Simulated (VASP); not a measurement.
Here is a VASP 6.6.1 calculation.

INCAR

```
SYSTEM = Al2O3
  ALGO = Normal
  EDIFF = 1E-6
  ENCUT = 520
  GGA = PE
  GGA_COMPAT = .FALSE.
  ISIF = 2
  ISMEAR = -1
  ISYM = 0
  LASPH = .TRUE.
  LCHARG = .TRUE.
  LELF = .TRUE.
  LREAL = .FALSE.
  LVHAR = .TRUE.
  LWAVE = .FALSE.
  NBANDS = 49
  NELM = 120
  PREC = Accurate
  SIGMA = 0.2585
```

File KPOINTS:

```
k-points
0
G
  1 1 1
  0 0 0
```

The input POSCAR:

```
Al2O3
1.0
    5.1448540000      0.0333890000     -0.0401980000
    0.0333890000      5.5015840000     -0.0056400000
   -0.0401980000     -0.0056400000      5.2914940000
Al O
6 9
Direct
   -0.1752447153      0.8193056662      0.5939181632
    0.3378452764      0.6481898751      0.9004187655
    0.0175097063      0.0154653274      1.0727711455
    0.5082770235      0.2473455914      0.1947534569
   -0.0318656102      0.3877433654      0.7956975740
    0.3304603536      0.7102452333      0.4203107153
    1.1863408492      0.3089464185      1.1420935160
   -0.2229198551      0.0528783031      0.3202757674
    0.6074880774      0.4013611065      0.8769966445
   -0.0666178578      0.0985179913      0.7804434318
    0.4820534315      0.8283554351      0.6858670743
    0.3498124882      0.9221983344      0.1992004453
    0.5378555766      0.5013971784      0.3627933054
    0.9864129837      0.6868298370      0.9117703903
    0.0319712779      0.5687998709      0.4859499439
```

Potentials or basis: VASP PAW PBE potentials, release 64 (Al, O).

Command:

```console
$ cat potpaw_PBE.64/Al/POTCAR potpaw_PBE.64/O/POTCAR > POTCAR
$ mpirun -np 1 vasp_gam > vasp.out
```

Question: What does it give for the pressure?

Answer: 21.5 GPa.

Question: Predict the largest force.

Answer: 5.551 eV/Å.

Question: Estimate the band gap on the k mesh.

Answer: 2.25 eV.

Stress tensor (GPa, compression positive):
```
15.17 -2.28  1.57
-2.28 26.86  3.20
 1.57  3.20 22.56
```

Caveat: the k points lie up to 1.22 Å⁻¹ apart.
